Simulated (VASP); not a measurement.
## ZnAu: single point with PBE

Crystal: ZnAu.

```xyz
2
Lattice="2.6749 0.0000 0.0000 0.0000 2.6749 0.0000 0.0000 0.0000 3.1470" Properties=species:S:1:pos:R:3 pbc="T T T"
Zn    1.3375    1.3375    1.5735
Au    0.0000    0.0000    0.0000
```

This cell differs from its parent crystal: strain -0.1500 x Voigt [1, 1, 0, 0, 0, 0].

- Program: VASP 6.6.1
- Task: single point
- Functional: PBE
- Potentials or basis: VASP PAW PBE potentials, release 64 (Zn, Au)
- Cutoff: 520 eV
- k mesh: 16 × 16 × 16
- Occupations: gaussian, width 0.15 eV
- Spin: no spin polarisation
- Dipole correction: no
- Further INCAR settings: ALGO = Fast; EDIFF = 1e-06; NBANDS = 18

| Item | Value |
| --- | --- |
| Pressure | 114.9 GPa |

Stress tensor (GPa, compression positive):
```
116.72   0.00   0.00
  0.00 116.72   0.00
  0.00   0.00 111.31
```

Levels at points of the mesh, in eV from the Fermi level:
```csv
k point,band 8,band 9,band 10,band 11,band 12,band 13,band 14,band 15,band 16,band 17
"(0.00, 0.00, 0.00)",-6.82,-4.62,-4.62,-4.26,1.55,7.27,7.27,10.46,15.49,16.22
"(0.50, 0.00, 0.00)",-8.06,-6.51,-6.19,-5.12,-1.49,9.01,10.13,12.32,13.83,14.29
"(0.50, 0.50, 0.00)",-5.24,-5.24,-2.96,-2.89,-2.89,3.91,5.59,9.15,11.71,11.71
"(0.00, 0.00, 0.50)",-7.82,-6.19,-6.19,-4.72,-4.51,11.61,13.82,13.96,13.96,14.71
"(0.50, 0.00, 0.50)",-5.18,-4.67,-4.32,-4.15,-3.91,1.83,3.91,13.76,14.30,14.40
"(0.50, 0.50, 0.50)",-8.07,-4.41,-2.93,2.25,4.01,4.01,4.40,6.59,6.64,6.64
```

Run time: 68 s on 1 thread of Intel(R) Xeon(R) Platinum 8375C CPU @ 2.90GHz (Ice Lake) (shared host), peak memory 0.27 GiB.

Caveat: the cell differs from its parent crystal (strain -0.1500 x Voigt [1, 1, 0, 0, 0, 0]); spin-orbit coupling is left out, which moves the levels of the heavy elements.
